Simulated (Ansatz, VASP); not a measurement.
Ga2B: VASP beside Ansatz

```xyz
6
Lattice="-3.5982 3.5982 1.7107 3.5982 -3.5982 1.7107 3.5982 3.5982 -1.7107" Properties=species:S:1:pos:R:3 pbc="T T T"
Ga    3.5982    1.7991    0.4277
Ga    1.7991    3.5982   -0.4277
Ga    1.7991    0.0000    1.2831
Ga    0.0000    1.7991    2.1384
B     0.0000    0.0000    0.0000
B     0.0000    3.5982    0.8554
```

Alike in both runs: functional PBE; k mesh 12 × 12 × 12; occupations gaussian, width 0.1 eV; no spin polarisation.

Ansatz relaxed the structure, and its values are those at the end. VASP's run is a single point on that final structure, the one shown.

|  | VASP | Ansatz |
| --- | --- | --- |
| version | VASP 6.6.1 | Ansatz 0.2.0 |
| potentials or method | VASP PAW PBE potentials, release 64 (Ga_d, B), cutoff 520 eV | scalar-relativistic, plane waves, PAW |
| valence electrons in the cell | 58 | 58 |

|  | VASP | Ansatz | Ansatz less VASP |
| --- | --- | --- | --- |
| gap on the k mesh at the Fermi level (eV) | none | none | - |
| pressure (GPa) | 0.1 | 0.0 | -0.12 |

A gap of «none» marks a metal or a gap that the smearing closes. With one functional, cell and mesh, what is left measures potentials, basis and numerics.
